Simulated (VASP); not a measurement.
# ZnSnN2 (P6/mmm) in VASP: a series of runs

ZnSnN2 is run at these levels: PBE; tasks: single point, relaxation of cell and atoms.

Program: VASP 6.6.1. These are calculated values, not measurements. Logs are shortened: lines on timing, memory, paths and dates and some standing lists are left out, and cuts for length are marked.

**1. The cell of the first run**

The structure is hexagonal, space group P6/mmm (No. 191). The conventional cell has a = 3.928 Å, b = 3.928 Å, c = 5.792 Å, α = 90.00°, β = 90.00°, γ = 120.00°. Within 3.8 Å of Zn (site symmetry 6/mmm) lie 2 Sn at 2.90 Å and 12 N at 3.68 Å. Within 3.0 Å of Sn (site symmetry 6/mmm) lie 6 N at 2.27 Å and 2 Zn at 2.90 Å. Within 3.0 Å of N (site symmetry -6m2) lie 3 N at 2.27 Å and 3 Sn at 2.27 Å.

**2. Single point, PBE**

INCAR reads:

```
  PREC = Accurate
  ENCUT = 520
  EDIFF = 1E-7
  ISMEAR = 0
  SIGMA = 0.1
  LREAL = F
  LASPH = T
  NELM = 80
  ALGO = Normal
  ISIF = 2
  LWAVE = F
  LCHARG = F
  GGA = PE
  NBANDS = 26
```

KPOINTS reads:

```
Automatic mesh
0
Gamma
  6 6 4
```

POSCAR reads:

```
ZnSnN2
1.0
    3.9283055444      0.0000000000      0.0000000000
   -1.9641527722      3.4020123953      0.0000000000
    0.0000000000      0.0000000000      5.7922472357
Zn Sn N
1 1 2
Direct
    0.0000000000      0.0000000000      0.5000000000
    0.0000000000      0.0000000000      0.0000000000
    0.3333333333      0.6666666667      0.0000000000
    0.6666666667      0.3333333333      0.0000000000
```

Potentials or basis: VASP PAW PBE potentials, release 64 (Zn, Sn_d, N).

Launch:

```console
> cat potpaw_PBE.64/Zn/POTCAR potpaw_PBE.64/Sn_d/POTCAR potpaw_PBE.64/N/POTCAR > POTCAR
> mpirun -np 1 vasp_std > vasp.out
```

OUTCAR:

```text
PREC = Accurate
   ENCUT = 520
   EDIFF = 1E-7
   ISMEAR = 0
   LREAL = F
   LASPH = T
   NELM = 80
   ISIF = 2
   GGA = PE

 ion  position               nearest neighbor table
   1  0.000  0.000  0.500-   2 2.90   2 2.90
   2  0.000  0.000  0.000-   3 2.27   4 2.27   4 2.27   3 2.27   4 2.27   3 2.27   1 2.90   1 2.90

   3  0.333  0.667  0.000-   2 2.27   2 2.27   2 2.27
   4  0.667  0.333  0.000-   2 2.27   2 2.27   2 2.27

  LATTYP: Found a hexagonal cell.
 ALAT       =     3.9283055444
 C/A-ratio  =     1.4744899984

  Lattice vectors:

 A1 = (   3.9283055444,   0.0000000000,   0.0000000000)
 A2 = (  -1.9641527722,   3.4020123953,   0.0000000000)
 A3 = (   0.0000000000,   0.0000000000,   5.7922472357)

Analysis of symmetry for initial positions (statically):
=====================================================================
 Subroutine PRICEL returns:
 Original cell was already a primitive cell.

 Routine SETGRP: Setting up the symmetry group for a
 hexagonal supercell.

 Subroutine GETGRP returns: Found 24 space group operations
 (whereof 24 operations were pure point group operations)
 out of a pool of 24 trial point group operations.

The static configuration has the point symmetry D_6h.

Analysis of symmetry for dynamics (positions and initial velocities):
=====================================================================
 Subroutine PRICEL returns:
 Original cell was already a primitive cell.

 Routine SETGRP: Setting up the symmetry group for a
 hexagonal supercell.

 Subroutine GETGRP returns: Found 24 space group operations
 (whereof 24 operations were pure point group operations)
 out of a pool of 24 trial point group operations.

The dynamic configuration has the point symmetry D_6h.

 Subroutine INISYM returns: Found 24 space group operations
 (whereof 24 operations are pure point group operations),
 and found     1 'primitive' translations

----------------------------------------------------------------------------------------

                                     Primitive cell

  volume of cell :      77.4084

  direct lattice vectors                    reciprocal lattice vectors
     3.928305544  0.000000000  0.000000000     0.254562683  0.146971834  0.000000000
    -1.964152772  3.402012395  0.000000000     0.000000000  0.293943667  0.000000000
     0.000000000  0.000000000  5.792247236     0.000000000  0.000000000  0.172644564

[... 82 lines left out ...]
   NELM   =     80;   NELMIN=  2; NELMDL= -5     # of ELM steps
   EDIFF  = 0.1E-06   stopping-criterion for ELM
   LREAL  =      F    real-space projection
   EDIFFG = 0.1E-05   stopping-criterion for IOM
   NSW    =      0    number of steps for IOM
   IBRION =     -1    ionic relax: 0-MD 1-quasi-New 2-CG
   NFREE  =      0    steps in history (QN), initial steepest desc. (CG)
   ISIF   =      2    stress and relaxation
   ISYM   =      2    0-nonsym 1-usesym 2-fastsym
   POTIM  = 0.5000    time-step for ionic-motion
   TEBEG  =    0.0;   TEEND  =   0.0 temperature during run
   PSTRESS=    0.0 pullay stress
   NELECT =      36.0000    total number of electrons
   NUPDOWN=      -1.0000    fix difference up-down
   EMIN   =  10.00;   EMAX   =-10.00  energy-range for DOS
   EFERMI =   0.00;   METHOD = LEGACY
   ISMEAR =     0;   SIGMA  =   0.10  broadening in eV -4-tet -1-fermi 0-gaus
   EFERMI_NEDOS =   21; number of points for ismear=-14 and -15
   IALGO  =     38    algorithm
   IMIX   =      4    mixing-type and parameters
     AMIX     =   0.40;   BMIX     =  1.00
     AMIX_MAG =   1.60;   BMIX_MAG =  1.00
  volume/ion in A,a.u.               =      19.35       130.59
  Fermi-wavevector in a.u.,A,eV,Ry     =   1.268371  2.396873 21.888571  1.608765
  Thomas-Fermi vector in A             =   2.401469
   LORBIT       =      0    0 simple, 1 ext, 2 COOP (PROOUT), +10 PAW based schemes
   GGA     = PE    functional components
   LHFCALC =     F    Hartree Fock is set to
   AEXX    =    0.0000 exact exchange contribution
   IVDW    =     0    specifies the selected vdW correction
   LEPSILON=     F    determine dielectric tensor
   LRPA    =     F    only Hartree local field effects (RPA)
 non-spin polarized calculation
 Gauss-broadening in eV      SIGMA  =   0.10
  energy-cutoff  :      520.00
  volume of cell :       77.41
 maximum number of plane-waves:      2110
 NGX is ok and might be reduce to    30
   NGX = 15   NGY = 15   NGZ = 21

 number of electron      35.9999992 magnetization

 Free energy of the ion-electron system (eV)
  ---------------------------------------------------
  ext. energy  EPLUGINS =         0.00000000
  ---------------------------------------------------
  free energy    TOTEN  =       -14.91845076 eV

  energy without entropy =      -14.91051398  energy(sigma->0) =      -14.91448237

 E-fermi :   2.6835     XC(G=0):  -9.2849

 val. band max:        2.6503662692   @ k =   0.5000   0.0000   0.5000
 cond. band min:       2.7365720660   @ k =   0.0000   0.0000   0.0000
 fundamental gap:      0.0862057968
 Fermi energy:         2.6834689159

 k-point     1 :       0.0000    0.0000    0.0000
  band No.  band energies     occupation
      1     -18.7196      2.00000
      2     -18.4520      2.00000
      3     -18.4520      2.00000
      4     -18.4290      2.00000
      5     -18.4290      2.00000
      6     -13.1808      2.00000
[... 598 lines left out ...]
     25      10.3939      0.00000
     26      10.3939      0.00000

------------------------ aborting loop because EDIFF is reached ----------------------------------------

  FORCE on cell =-STRESS in cart. coord.  units (eV):
  Direction    XX          YY          ZZ          XY          YZ          ZX
  --------------------------------------------------------------------------------------
  -------------------------------------------------------------------------------------
  Total        0.0365428      0.0365428      0.1279764      0.0000000     -0.0000000      0.0000000
  in kB        0.7563527      0.7563527      2.6488183      0.0000000     -0.0000000      0.0000000
  external PRESSURE =       1.3871745 kB  Pullay stress =       0.0000000 kB

 VOLUME and BASIS-vectors are now :
 -----------------------------------------------------------------------------
  energy-cutoff  :      520.00
  volume of cell :       77.41
      direct lattice vectors                 reciprocal lattice vectors
     3.928305544  0.000000000  0.000000000     0.254562683  0.146971834  0.000000000
    -1.964152772  3.402012395  0.000000000     0.000000000  0.293943667  0.000000000
     0.000000000  0.000000000  5.792247236     0.000000000  0.000000000  0.172644564

 POSITION                                       TOTAL-FORCE (eV/Angst)
 -----------------------------------------------------------------------------------
      0.00000      0.00000      2.89612        -0.000000      0.000000      0.000000
      0.00000      0.00000      0.00000         0.000000      0.000000      0.000000
     -0.00000      2.26801      0.00000         0.000000      0.000000      0.000000
      1.96415      1.13400      0.00000        -0.000000      0.000000      0.000000
 -----------------------------------------------------------------------------------
    total drift:                               -0.000000      0.000000      0.000000

  FREE ENERGIE OF THE ION-ELECTRON SYSTEM (eV)
  ---------------------------------------------------
  free  energy   TOTEN  =       -14.9184507625 eV

  energy  without entropy=      -14.9105139816  energy(sigma->0) =      -14.91448237
```

stdout:

```text
POSCAR found type information on POSCAR ZnSnN
 POSCAR found :  3 types and       4 ions
 scaLAPACK will be used
 LDA part: xc-table for (Slater+PW92), standard interpolation
 POSCAR, INCAR and KPOINTS ok, starting setup
 FFT: planning ... GRIDC
 FFT: planning ... GRID_SOFT
 FFT: planning ... GRID
 WAVECAR not read
 entering main loop
```

It took 86 s on 1 thread of Intel Xeon 8259CL, shared host; peak memory 0.21 GiB.

What came out:

```yaml
Free_energy: -14.9185 eV
Pressure: 0.1 GPa
Band_gap_on_the_k_mesh: zero (band 18 reaches 2.65 eV, above the bottom of band 19 at 1.42 eV)
```

Caveat: spin-orbit coupling is left out, which moves the levels of the heavy elements.

**3. Relaxation of cell and atoms, PBE**

This run uses another cell than the first one, of 15.24 Å³/atom, 0.788 times its volume.

INCAR reads:

```
ALGO = Normal ; EDIFF = 1E-6
EDIFFG = -0.04 ; ENCUT = 600
GGA = PE ; IBRION = 2
ISIF = 3 ; ISMEAR = 0
LASPH = T ; LCHARG = F
LREAL = F ; LWAVE = F
NELM = 80 ; NSW = 90
PREC = Accurate ; SIGMA = 0.1
```

KPOINTS reads:

```
k-points
0
Gamma
  6 6 4
```

POSCAR reads:

```
ZnSnN2
1.0
    3.8352606000      0.0000000000      0.0000000000
   -1.9176303000      3.3214331100      0.0000000000
    0.0000000000      0.0000000000      4.7865867100
Zn Sn N
1 1 2
Direct
    0.0000000000      0.0000000000      0.5000000000
    0.0000000000      0.0000000000      0.0000000000
    0.3333333300      0.6666666700      0.0000000000
    0.6666666700      0.3333333300      0.0000000000
```

Potentials or basis: VASP PAW PBE potentials, release 64 (Zn, Sn_d, N).

Launch:

```console
> cat potpaw_PBE.64/Zn/POTCAR potpaw_PBE.64/Sn_d/POTCAR potpaw_PBE.64/N/POTCAR > POTCAR
> mpirun -np 1 vasp_std > vasp.out
```

OUTCAR:

```text
EDIFF = 1E-6
   EDIFFG = -0.04
   ENCUT = 600
   GGA = PE
   IBRION = 2
   ISIF = 3
   ISMEAR = 0
   LASPH = T
   LREAL = F
   NELM = 80
   NSW = 90
   PREC = Accurate

 ion  position               nearest neighbor table
   1  0.000  0.000  0.500-   2 2.39   2 2.39
   2  0.000  0.000  0.000-   3 2.21   4 2.21   4 2.21   3 2.21   4 2.21   3 2.21   1 2.39   1 2.39

   3  0.333  0.667  0.000-   2 2.21   2 2.21   2 2.21
   4  0.667  0.333  0.000-   2 2.21   2 2.21   2 2.21

  LATTYP: Found a hexagonal cell.
 ALAT       =     3.8352606000
 C/A-ratio  =     1.2480473191

  Lattice vectors:

 A1 = (   3.8352606000,   0.0000000000,   0.0000000000)
 A2 = (  -1.9176303000,   3.3214331100,   0.0000000000)
 A3 = (   0.0000000000,   0.0000000000,   4.7865867100)

Analysis of symmetry for initial positions (statically):
=====================================================================
 Subroutine PRICEL returns:
 Original cell was already a primitive cell.

 Routine SETGRP: Setting up the symmetry group for a
 hexagonal supercell.

 Subroutine GETGRP returns: Found 24 space group operations
 (whereof 24 operations were pure point group operations)
 out of a pool of 24 trial point group operations.

The static configuration has the point symmetry D_6h.

Analysis of symmetry for dynamics (positions and initial velocities):
[... 145 lines left out ...]
  energy-cutoff  :      600.00
  volume of cell :       60.97
 maximum number of plane-waves:      2065
 NGX is ok and might be reduce to    32
   NGX = 15   NGY = 15   NGZ = 19

--------------------------------------- Ionic step        1  -------------------------------------------

 number of electron      36.0000007 magnetization

 Free energy of the ion-electron system (eV)
  ---------------------------------------------------
  ext. energy  EPLUGINS =         0.00000000
  ---------------------------------------------------
  free energy    TOTEN  =       -13.95486636 eV

  energy without entropy =      -13.95027035  energy(sigma->0) =      -13.95256836

 E-fermi :   4.6432     XC(G=0): -10.4459

 val. band max:        4.6208956556   @ k =   0.5000   0.0000   0.5000
 cond. band min:       4.8207372192   @ k =   0.1667   0.0000   0.5000
 fundamental gap:      0.1998415636
 Fermi energy:         4.6432446277

 k-point     1 :       0.0000    0.0000    0.0000
  band No.  band energies     occupation
      1     -16.9355      2.00000
      2     -16.5253      2.00000
      3     -16.5253      2.00000
      4     -16.5020      2.00000
      5     -16.5020      2.00000
      6     -11.9626      2.00000
[... 779 lines left out ...]
--------------------------------------- Ionic step        8  -------------------------------------------

 number of electron      36.0000020 magnetization

 Free energy of the ion-electron system (eV)
  ---------------------------------------------------
  ext. energy  EPLUGINS =         0.00000000
  ---------------------------------------------------
  free energy    TOTEN  =       -14.90087501 eV

  energy without entropy =      -14.89320790  energy(sigma->0) =      -14.89704145

 E-fermi :   2.7256     XC(G=0):  -9.3170

 val. band max:        2.6895315127   @ k =   0.5000   0.0000   0.5000
 cond. band min:       2.8223372903   @ k =   0.0000   0.0000   0.0000
 fundamental gap:      0.1328057776
 Fermi energy:         2.7256056214

 k-point     1 :       0.0000    0.0000    0.0000
  band No.  band energies     occupation
      1     -18.6733      2.00000
      2     -18.4072      2.00000
      3     -18.4072      2.00000
      4     -18.3858      2.00000
      5     -18.3858      2.00000
      6     -13.1272      2.00000
[... 545 lines left out ...]
  FREE ENERGIE OF THE ION-ELECTRON SYSTEM (eV)
  ---------------------------------------------------
  free  energy   TOTEN  =       -14.9008750126 eV

  energy  without entropy=      -14.8932078964  energy(sigma->0) =      -14.89704145

 reached required accuracy - stopping structural energy minimisation
```

Wall time 4.7 min (1 thread of Intel Xeon 8259CL, shared host); peak memory 0.23 GiB.

What came out:

```
Free energy                            : -14.9009 eV
Relaxed volume                         : 19.23 Å³/atom
Relaxed cell                           : a = 3.931 Å, b = 3.931 Å, c = 5.746 Å, α = 90.00°, β = 90.00°, γ = 120.00°
Space group after relaxing (to 0.05 Å) : P6/mmm (No. 191)
Energy gained by relaxing              : 236.5 meV/atom
Ionic steps                            : 8
Pressure after relaxing                : 0.0 GPa
Band gap on the k mesh                 : zero (band 18 reaches 2.69 eV, above the bottom of band 19 at 1.52 eV)
```

Step by step:
```tsv
step	energy change (eV)	largest force (eV/Å)	pressure (GPa)	volume (Å³)
1	0.0000	0.0000	19.23	60.97
2	-0.7872	0.0000	-3.83	78.46
3	-0.8082	0.0000	-1.46	75.14
4	-0.8083	0.0000	-1.90	75.69
5	-0.9267	0.0000	0.41	74.91
6	-0.9348	0.0000	1.51	74.58
7	-0.9455	0.0000	0.26	76.43
8	-0.9460	0.0000	-0.02	76.91
```

Final structure:
```cif
data_structure
_symmetry_space_group_name_H-M 'P 1'
_symmetry_Int_Tables_number 1
_cell_length_a 3.9315
_cell_length_b 3.9315
_cell_length_c 5.7457
_cell_angle_alpha 90.000
_cell_angle_beta 90.000
_cell_angle_gamma 120.000
_cell_volume 76.91
loop_
_atom_site_label
_atom_site_type_symbol
_atom_site_fract_x
_atom_site_fract_y
_atom_site_fract_z
_atom_site_occupancy
Zn1 Zn 0.00000 0.00000 0.50000 1
Sn1 Sn 0.00000 0.00000 0.00000 1
N1 N 0.33333 0.66667 0.00000 1
N2 N 0.66667 0.33333 0.00000 1
```

Caveat: the volume moved by over 15 % at a fixed basis, so the end points are rough; spin-orbit coupling is left out, which moves the levels of the heavy elements.
